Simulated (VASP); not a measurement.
# B (Fm-3m) in VASP: notebook

The runs below take B through single point, with PBEsol.

Everything below comes from runs of VASP 6.6.1. Logs are shortened: lines on timing, memory, paths and dates and some standing lists are left out, and cuts for length are marked.

## 1. The cell of the first run

The structure is cubic, space group Fm-3m (No. 225). The conventional cell has a = 2.856 Å, b = 2.856 Å, c = 2.856 Å, α = 90.00°, β = 90.00°, γ = 90.00°. B (site symmetry m-3m) has 12 B at 2.02 Å within 2.7 Å.

## 2. Single point, PBEsol

Contents of INCAR:

```
SYSTEM = B
ALGO = Normal ; EDIFF = 1E-6
ENCUT = 520 ; GGA = PS
ISIF = 2 ; ISMEAR = -1
LASPH = .True. ; LCHARG = .False.
LREAL = .False. ; LWAVE = .False.
NBANDS = 8 ; NELM = 80
PREC = Accurate ; SIGMA = 0.1
```

Contents of KPOINTS:

```
k-points
0
Gamma
  18 18 18
  0 0 0
```

Contents of POSCAR:

```
B
1.0
    0.0000000000      1.4279508811      1.4279508811
    1.4279508811      0.0000000000      1.4279508811
    1.4279508811      1.4279508811      0.0000000000
B
1
Direct
    0.0000000000      0.0000000000      0.0000000000
```

Potentials or basis: VASP PAW PBE potentials, release 64 (B).

Started as:

```sh
> cat potpaw_PBE.64/B/POTCAR > POTCAR
> mpirun -np 1 vasp_std > vasp.out
```

OUTCAR:

```text
SYSTEM = B
   EDIFF = 1E-6
   ENCUT = 520
   GGA = PS
   ISIF = 2
   ISMEAR = -1
   LASPH = .True.
   LREAL = .False.
   NELM = 80
   PREC = Accurate

 ion  position               nearest neighbor table
   1  0.000  0.000  0.000-

  LATTYP: Found a face centered cubic cell.
 ALAT       =     2.8559017622

  Lattice vectors:

 A1 = (   0.0000000000,   1.4279508811,   1.4279508811)
 A2 = (   1.4279508811,   0.0000000000,   1.4279508811)
 A3 = (   1.4279508811,   1.4279508811,   0.0000000000)

Analysis of symmetry for initial positions (statically):
=====================================================================
 Subroutine PRICEL returns:
 Original cell was already a primitive cell.

 Routine SETGRP: Setting up the symmetry group for a
 face centered cubic supercell.

 Subroutine GETGRP returns: Found 48 space group operations
 (whereof 48 operations were pure point group operations)
 out of a pool of 48 trial point group operations.

The static configuration has the point symmetry O_h .

Analysis of symmetry for dynamics (positions and initial velocities):
=====================================================================
 Subroutine PRICEL returns:
 Original cell was already a primitive cell.

 Routine SETGRP: Setting up the symmetry group for a
 face centered cubic supercell.

 Subroutine GETGRP returns: Found 48 space group operations
 (whereof 48 operations were pure point group operations)
 out of a pool of 48 trial point group operations.

The dynamic configuration has the point symmetry O_h .

 Subroutine INISYM returns: Found 48 space group operations
 (whereof 48 operations are pure point group operations),
 and found     1 'primitive' translations

----------------------------------------------------------------------------------------

                                     Primitive cell

  volume of cell :       5.8233

  direct lattice vectors                    reciprocal lattice vectors
     0.000000000  1.427950881  1.427950881    -0.350152100  0.350152100  0.350152100
     1.427950881  0.000000000  1.427950881     0.350152100 -0.350152100  0.350152100
     1.427950881  1.427950881  0.000000000     0.350152100  0.350152100 -0.350152100

  length of vectors
     2.019427502  2.019427502  2.019427502     0.606481228  0.606481228  0.606481228

  position of ions in fractional coordinates (direct lattice)
     0.000000000  0.000000000  0.000000000

  ion indices of the primitive-cell ions
   primitive index   ion index
                 1           1

----------------------------------------------------------------------------------------

 KPOINTS: k-points

Automatic generation of k-mesh.
 Grid dimensions read from file:
 generate k-points for:   18   18   18

 Generating k-lattice:

  Cartesian coordinates                     Fractional coordinates (reciprocal lattice)
    -0.019452894  0.019452894  0.019452894     0.055555556  0.000000000  0.000000000
     0.019452894 -0.019452894  0.019452894     0.000000000  0.055555556  0.000000000
     0.019452894  0.019452894 -0.019452894     0.000000000  0.000000000  0.055555556

  Length of vectors
     0.033693402  0.033693402  0.033693402

  Shift w.r.t. Gamma in fractional coordinates (k-lattice)
     0.000000000  0.000000000  0.000000000

 Subroutine IBZKPT returns following result:
 ===========================================

 Found    195 irreducible k-points:

 Following reciprocal coordinates:
            Coordinates               Weight
  0.000000  0.000000  0.000000      1.000000
  0.055556  0.000000  0.000000      8.000000
  0.111111  0.000000  0.000000      8.000000
  0.166667  0.000000  0.000000      8.000000
  0.222222  0.000000  0.000000      8.000000
  0.277778  0.000000  0.000000      8.000000
[... 16 lines left out ...]
 -0.277778  0.055556  0.000000     24.000000
 -0.222222  0.055556  0.000000     24.000000
 [... further k-points ...]
   k-points           NKPTS =    195   k-points in BZ     NKDIM =    195   number of bands    NBANDS=      8
   number of dos      NEDOS =    301   number of ions     NIONS =      1
   total plane-waves  NPLWV =   4096
   dimension x,y,z NGX =    16 NGY =   16 NGZ =   16
   dimension x,y,z NGXF=    32 NGYF=   32 NGZF=   32
   ions per type =               1
   NGX,Y,Z   is equivalent  to a cutoff of  13.17, 13.17, 13.17 a.u.
   NGXF,Y,Z  is equivalent  to a cutoff of  26.34, 26.34, 26.34 a.u.
 SYSTEM =  B
   PREC   = accura    normal or accurate (medium, high low for compatibility)
   ISTART =      0    job   : 0-new  1-cont  2-samecut
   ICHARG =      2    charge: 1-file 2-atom 10-const
   ISPIN  =      1    spin polarized calculation?
   LNONCOLLINEAR =      F non collinear calculations
   LSORBIT =      F    spin-orbit coupling
   LASPH  =      T    aspherical Exc in radial PAW
   ENCUT  =  520.0 eV  38.22 Ry    6.18 a.u.   3.75  3.75  3.75*2*pi/ulx,y,z
   NELM   =     80;   NELMIN=  2; NELMDL= -5     # of ELM steps
   EDIFF  = 0.1E-05   stopping-criterion for ELM
   LREAL  =      F    real-space projection
   EDIFFG = 0.1E-04   stopping-criterion for IOM
   NSW    =      0    number of steps for IOM
   IBRION =     -1    ionic relax: 0-MD 1-quasi-New 2-CG
   NFREE  =      0    steps in history (QN), initial steepest desc. (CG)
   ISIF   =      2    stress and relaxation
   ISYM   =      2    0-nonsym 1-usesym 2-fastsym
   POTIM  = 0.5000    time-step for ionic-motion
   TEBEG  =    0.0;   TEEND  =   0.0 temperature during run
   PSTRESS=    0.0 pullay stress
   NELECT =       3.0000    total number of electrons
   NUPDOWN=      -1.0000    fix difference up-down
   EMIN   =  10.00;   EMAX   =-10.00  energy-range for DOS
   EFERMI =   0.00;   METHOD = LEGACY
   ISMEAR =    -1;   SIGMA  =   0.10  broadening in eV -4-tet -1-fermi 0-gaus
   EFERMI_NEDOS =   21; number of points for ismear=-14 and -15
   IALGO  =     38    algorithm
   IMIX   =      4    mixing-type and parameters
     AMIX     =   0.40;   BMIX     =  1.00
     AMIX_MAG =   1.60;   BMIX_MAG =  1.00
  volume/ion in A,a.u.               =       5.82        39.30
  Fermi-wavevector in a.u.,A,eV,Ry     =   1.312377  2.480033 23.433773  1.722334
  Thomas-Fermi vector in A             =   2.442774
   LORBIT       =      0    0 simple, 1 ext, 2 COOP (PROOUT), +10 PAW based schemes
   GGA     = PS    functional components
   LHFCALC =     F    Hartree Fock is set to
   AEXX    =    0.0000 exact exchange contribution
   IVDW    =     0    specifies the selected vdW correction
   LEPSILON=     F    determine dielectric tensor
   LRPA    =     F    only Hartree local field effects (RPA)
 non-spin polarized calculation
  energy-cutoff  :      520.00
  volume of cell :        5.82
 maximum number of plane-waves:       169
   NGX =  7   NGY =  7   NGZ =  7

 number of electron       3.0000000 magnetization

 Free energy of the ion-electron system (eV)
  ---------------------------------------------------
  ext. energy  EPLUGINS =         0.00000000
  ---------------------------------------------------
  free energy    TOTEN  =        -5.75839527 eV

  energy without entropy =       -5.75060230  energy(sigma->0) =       -5.75449878

 E-fermi :  10.6976     XC(G=0): -13.0825

 val. band max:       10.6373402074   @ k =  -0.3889   0.4444   0.1111
 cond. band min:      10.7118586956   @ k =  -0.3333   0.5000   0.1667
 fundamental gap:      0.0745184882
 Fermi energy:        10.6975709081

 k-point     1 :       0.0000    0.0000    0.0000
  band No.  band energies     occupation
      1      -8.6323      2.00000
      2      26.8581      0.00000
      3      26.8581      0.00000
      4      26.8581      0.00000
      5      43.3886      0.00000
      6      43.3886      0.00000
      7      43.3886      0.00000
      8      47.1315      0.00000

 k-point     2 :       0.0556    0.0000    0.0000
  band No.  band energies     occupation
      1      -8.4968      2.00000
      2      26.1825      0.00000
      3      26.7168      0.00000
      4      26.7168      0.00000
      5      41.9439      0.00000
      6      43.7022      0.00000
      7      43.7022      0.00000
      8      49.5133      0.00000

 k-point     3 :       0.1111    0.0000    0.0000
  band No.  band energies     occupation
      1      -8.0907      2.00000
      2      24.2640      0.00000
      3      26.3391      0.00000
      4      26.3391      0.00000
      5      40.5853      0.00000
      6      44.4735      0.00000
      7      44.4735      0.00000
      8      51.2755      0.00000

 k-point     4 :       0.1667    0.0000    0.0000
  band No.  band energies     occupation
      1      -7.4144      2.00000
      2      21.4702      0.00000
      3      25.8294      0.00000
      4      25.8294      0.00000
      5      40.2075      0.00000
      6      45.0601      0.00000
      7      45.0601      0.00000
      8      49.1987      0.00000

 k-point     5 :       0.2222    0.0000    0.0000
  band No.  band energies     occupation
      1      -6.4701      2.00000
      2      18.2582      0.00000
      3      25.2916      0.00000
      4      25.2916      0.00000
      5      40.5746      0.00000
      6      44.5614      0.00000
      7      44.5614      0.00000
      8      47.2718      0.00000

 k-point     6 :       0.2778    0.0000    0.0000
  band No.  band energies     occupation
      1      -5.2628      2.00000
      2      14.9566      0.00000
      3      24.8001      0.00000
      4      24.8001      0.00000
      5      41.4023      0.00000
      6      43.2955      0.00000
      7      43.2955      0.00000
      8      45.6819      0.00000

 k-point     7 :       0.3333    0.0000    0.0000
  band No.  band energies     occupation
      1      -3.8068      2.00000
      2      11.7606      0.00005
      3      24.3985      0.00000
      4      24.3985      0.00000
      5      41.9969      0.00000
      6      41.9969      0.00000
      7      42.4059      0.00000
      8      44.5271      0.00000

 k-point     8 :       0.3889    0.0000    0.0000
  band No.  band energies     occupation
      1      -2.1431      2.00000
      2       8.8069      2.00000
      3      24.1070      0.00000
      4      24.1070      0.00000
      5      40.9698      0.00000
      6      40.9698      0.00000
      7      42.8964      0.00000
      8      44.2888      0.00000

 k-point     9 :       0.4444    0.0000    0.0000
  band No.  band energies     occupation
      1      -0.4289      2.00000
      2       6.3020      2.00000
      3      23.9318      0.00000
      4      23.9318      0.00000
      5      40.3239      0.00000
      6      40.3239      0.00000
      7      42.6141      0.00000
      8      44.9481      0.00000

 k-point    10 :       0.5000    0.0000    0.0000
  band No.  band energies     occupation
      1       0.5522      2.00000
      2       5.0553      2.00000
      3      23.8738      0.00000
      4      23.8738      0.00000
      5      40.1048      0.00000
      6      40.1048      0.00000
      7      42.4686      0.00000
      8      45.2750      0.00000
[... 78 lines left out ...]
 k-point    18 :       0.4444    0.0556    0.0000
  band No.  band energies     occupation
      1      -0.8543      2.00000
      2       7.1473      2.00000
      3      23.3499      0.00000
      4      23.8665      0.00000
      5      37.8431      0.00000
      6      41.4099      0.00000
      7      44.7023      0.00000
      8      45.6754      0.00000

 k-point    19 :       0.5000    0.0556    0.0000
  band No.  band energies     occupation
      1       0.5570      2.00000
      2       5.2945      2.00000
      3      23.4883      0.00000
      4      23.5014      0.00000
      5      37.7313      0.00000
      6      40.7849      0.00000
      7      45.2857      0.00000
      8      45.5025      0.00000

 k-point    20 :      -0.4444    0.0556    0.0000
  band No.  band energies     occupation
      1       0.1968      2.00000
      2       5.7423      2.00000
      3      23.2302      0.00000
      4      23.7929      0.00000
      5      38.0272      0.00000
      6      40.5709      0.00000
      7      45.1003      0.00000
      8      45.6974      0.00000

 k-point    21 :      -0.3889    0.0556    0.0000
  band No.  band energies     occupation
      1      -1.4345      2.00000
      2       7.9879      2.00000
      3      23.1161      0.00000
      4      24.2008      0.00000
      5      38.7079      0.00000
      6      40.7907      0.00000
      7      44.3281      0.00000
      8      46.1384      0.00000

 k-point    22 :      -0.3333    0.0556    0.0000
  band No.  band energies     occupation
      1      -3.1485      2.00000
      2      10.8244      0.43924
      3      23.1644      0.00000
      4      24.6977      0.00000
      5      39.7177      0.00000
      6      41.4453      0.00000
      7      43.1975      0.00000
      8      46.9287      0.00000

 k-point    23 :      -0.2778    0.0556    0.0000
  band No.  band energies     occupation
      1      -4.6824      2.00000
      2      13.9474      0.00000
      3      23.3842      0.00000
      4      25.2515      0.00000
      5      40.7573      0.00000
      6      42.3116      0.00000
      7      42.4974      0.00000
      8      47.9545      0.00000

 k-point    24 :      -0.2222    0.0556    0.0000
  band No.  band energies     occupation
      1      -5.9756      2.00000
      2      17.2176      0.00000
      3      23.7727      0.00000
      4      25.8198      0.00000
      5      40.4838      0.00000
      6      43.1801      0.00000
      7      43.7991      0.00000
      8      48.9468      0.00000

 [... further k-points ...]

------------------------ aborting loop because EDIFF is reached ----------------------------------------

  FORCE on cell =-STRESS in cart. coord.  units (eV):
  Direction    XX          YY          ZZ          XY          YZ          ZX
  --------------------------------------------------------------------------------------
  -------------------------------------------------------------------------------------
  Total        0.0143603      0.0143603      0.0143603     -0.0000000     -0.0000000      0.0000000
  in kB        3.9509797      3.9509797      3.9509797     -0.0000000     -0.0000000      0.0000000
  external PRESSURE =       3.9509797 kB  Pullay stress =       0.0000000 kB

 VOLUME and BASIS-vectors are now :
 -----------------------------------------------------------------------------
  energy-cutoff  :      520.00
  volume of cell :        5.82
      direct lattice vectors                 reciprocal lattice vectors
     0.000000000  1.427950881  1.427950881    -0.350152100  0.350152100  0.350152100
     1.427950881  0.000000000  1.427950881     0.350152100 -0.350152100  0.350152100
     1.427950881  1.427950881  0.000000000     0.350152100  0.350152100 -0.350152100

 POSITION                                       TOTAL-FORCE (eV/Angst)
 -----------------------------------------------------------------------------------
      0.00000      0.00000      0.00000        -0.000000      0.000000     -0.000000
 -----------------------------------------------------------------------------------
    total drift:                               -0.000000     -0.000000     -0.000000

  FREE ENERGIE OF THE ION-ELECTRON SYSTEM (eV)
  ---------------------------------------------------
  free  energy   TOTEN  =        -5.7583952669 eV

  energy  without entropy=       -5.7506022961  energy(sigma->0) =       -5.75449878
```

It took 3.7 s on 1 thread of Intel Xeon Platinum 8488C (Sapphire Rapids), shared host; peak memory 0.11 GiB.

Results:

- Free energy: -5.7584 eV
- Pressure: 0.4 GPa

Levels at points of the mesh, in eV from the Fermi level:
| k point | band 1 | band 2 | band 3 | band 4 | band 5 |
| --- | --- | --- | --- | --- | --- |
| (0.00, 0.00, 0.00) | -19.33 | 16.16 | 16.16 | 16.16 | 32.69 |
| (0.50, 0.00, 0.00) | -10.15 | -5.64 | 13.18 | 13.18 | 29.41 |
| (0.50, 0.50, 0.00) | -7.30 | -0.25 | 6.14 | 6.14 | 16.08 |

Caveat: the PAW data sets were made with another functional, which shifts forces and pressure a little.

(Continued in part 2 of 2.)
